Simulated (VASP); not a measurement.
A run of VASP 6.6.1:

The input INCAR:

```
ALGO = Normal
EDIFF = 1E-6
ENCUT = 520
GGA = CA
ISIF = 2
ISMEAR = -1
LASPH = True
LCHARG = False
LREAL = False
LWAVE = False
NBANDS = 12
NELM = 80
PREC = Accurate
SIGMA = 0.05
```

KPOINTS

```
k-points
0
Gamma
  14 14 14
```

Contents of POSCAR:

```
Ti
1.0
    0.0000000000      2.0434441004      2.0434441004
    2.0434441004      0.0000000000      2.0434441004
    2.0434441004      2.0434441004      0.0000000000
Ti
1
Direct
    0.0000000000      0.0000000000      0.0000000000
```

Potentials or basis: VASP PAW LDA potentials, release 64 (Ti_sv).

Launch:

```console
$ cat potpaw_LDA.64/Ti_sv/POTCAR > POTCAR
$ mpirun -np 1 vasp_std > vasp.out
```

Hardware: 1 thread of Intel Xeon 6975P-C (shared host).

Estimate the wall time of this run.

Run time: 11 s on 1 thread of Intel Xeon 6975P-C (shared host), peak memory 0.14 GiB. Counts: scf iterations 13, k points 104.
